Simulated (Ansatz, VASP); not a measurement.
# Ni: VASP beside Ansatz

```xyz
1
Lattice="-1.2433 1.2433 1.2433 1.2433 -1.2433 1.2433 1.2433 1.2433 -1.2433" Properties=species:S:1:pos:R:3 pbc="T T T"
Ni    0.0000    0.0000    0.0000
```

Change from the starting cell: volume scaled by 0.7, LAPW.

Alike in both runs: task single point; functional PBE; k mesh 19 × 19 × 19; occupations fermi-dirac, width 0.05 eV; collinear spin.

|  | VASP | Ansatz |
| --- | --- | --- |
| version | VASP 6.6.1 | Ansatz 0.2.0 |
| potentials or method | VASP PAW PBE potentials, release 64 (Ni), cutoff 520 eV | all-electron LAPW, scalar-relativistic |

Ansatz gave:

```
pressure (GPa)           : 160.5
net moment per atom (μB) : 0.00
```

Question: Estimate VASP's values.

Answer: Pressure (GPa): 159.2; net moment per atom (μB): 0.00.

Both programs put the cell under a high pressure, so it lies far from rest at this level. Ansatz ran all-electron here, and VASP with PAW potentials. Ansatz's warnings: seeded moment not kept.

Noted on VASP's run: the cell as given lies far from equilibrium.
